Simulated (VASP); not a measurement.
The system is Sr.

```
Sr
1.0
     3.36782    0.00000    0.00000
    -1.68391    2.91662    0.00000
     0.00000    0.00000    5.45028
Sr
2
Direct
  0.33333 0.66667 0.25000
  0.66667 0.33333 0.75000
```

This isn't the form of Sr at room conditions, which is fcc.

* Program: VASP 6.6.1
* Task: relaxation of cell and atoms
* Functional: PBE
* Potentials or basis: VASP PAW PBE potentials, release 64 (Sr_sv)
* Cutoff: 600 eV
* k mesh: 6 × 6 × 4
* Occupations: gaussian, width 0.1 eV
* Spin: no spin polarisation

At the start: pressure 23.4 GPa; volume 26.77 Å³/atom.

**Question.** How do energy, volume and symmetry change on relaxing?

**Answer.** Over 5 steps the energy falls by 1292.1 meV/atom and the volume is 55.79 Å³/atom (+108.4 %); space group P6_3/mmc (No. 194, to 0.1 Å) before and after.

The path:
```csv
step,energy change (eV),largest force (eV/Å),pressure (GPa),volume (Å³)
1,0.0000,0.0000,23.40,53.54
2,-2.2511,0.0000,3.09,89.89
3,-2.5613,0.0000,0.97,102.64
4,-2.4700,0.0000,-1.56,131.64
5,-2.5841,0.0000,-0.09,111.57
```

Final structure:
```
CELL_PARAMETERS angstrom
4.30164 0.00000 0.00000
-2.15082 3.72533 0.00000
0.00000 0.00000 6.96246
ATOMIC_POSITIONS crystal
Sr 0.33333 0.66667 0.25000
Sr 0.66667 0.33333 0.75000
```

Caveat: the volume moved by over 15 % at a fixed basis, so the end points are rough.
